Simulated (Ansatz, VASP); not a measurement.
# One calculation of Hg, two programs

```xyz
1
Lattice="-3.2044 3.2044 3.2044 3.2044 -3.2044 3.2044 3.2044 3.2044 -3.2044" Properties=species:S:1:pos:R:3 pbc="T T T"
Hg    0.0000    0.0000    0.0000
```

Alike in both runs: task single point; functional BLYP; k mesh 8 × 8 × 8; occupations fermi-dirac, width 0.1 eV; no spin polarisation.

```csv
,VASP,Ansatz
version,VASP 6.6.1,Ansatz 0.2.0
potentials or method,"VASP PAW PBE potentials, release 64 (Hg), cutoff 520 eV","plane waves (420 eV) with PAW, scalar-relativistic"
valence electrons in the cell,12,20
```

|  | VASP | Ansatz | Ansatz less VASP |
| --- | --- | --- | --- |
| pressure (GPa) | 0.0 | 0.1 | +0.02 |

VASP's potentials were made for PBE, not for BLYP. VASP's potentials hold 12 valence electrons a cell and Ansatz's 20, so a difference there can come from the potentials and not from the codes.

Neither program's run includes spin-orbit coupling.
